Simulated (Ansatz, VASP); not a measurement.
**CdSe: VASP beside Ansatz**

```
CELL_PARAMETERS angstrom
4.30171 0.00000 0.00000
-2.15085 3.72539 0.00000
0.00000 0.00000 7.02198
ATOMIC_POSITIONS crystal
Cd 0.66667 0.33333 0.99969
Cd 0.33333 0.66667 0.49969
Se 0.66667 0.33333 0.37531
Se 0.33333 0.66667 0.87531
```

Alike in both runs: functional PBEsol; k mesh 10 × 10 × 6; occupations gaussian, width 0.05 eV; no spin polarisation.

Ansatz relaxed the structure, and its values are those at the end. VASP's run is a single point on that final structure, the one shown.

|  | VASP | Ansatz |
| --- | --- | --- |
| version | VASP 6.6.1 | Ansatz 0.2.0 |
| potentials or method | VASP PAW PBE potentials, release 64 (Cd, Se), cutoff 520 eV | scalar-relativistic, plane waves, PAW |
| valence electrons in the cell | 36 | 72 |

VASP gave:

- gap on the k mesh at the Fermi level (eV): 0.54
- least direct gap on the mesh (eV): 0.54
- pressure (GPa): 0.3

Problem. Estimate Ansatz's values.

Solution. gap on the k mesh at the Fermi level (eV): 0.54; least direct gap on the mesh (eV): 0.54; pressure (GPa): 0.0.

VASP's potentials were made for PBE, not for PBEsol. With one functional, cell and mesh, what is left measures potentials, basis and numerics. VASP's potentials hold 36 valence electrons a cell and Ansatz's 72, so a difference there can come from the potentials and not from the codes.
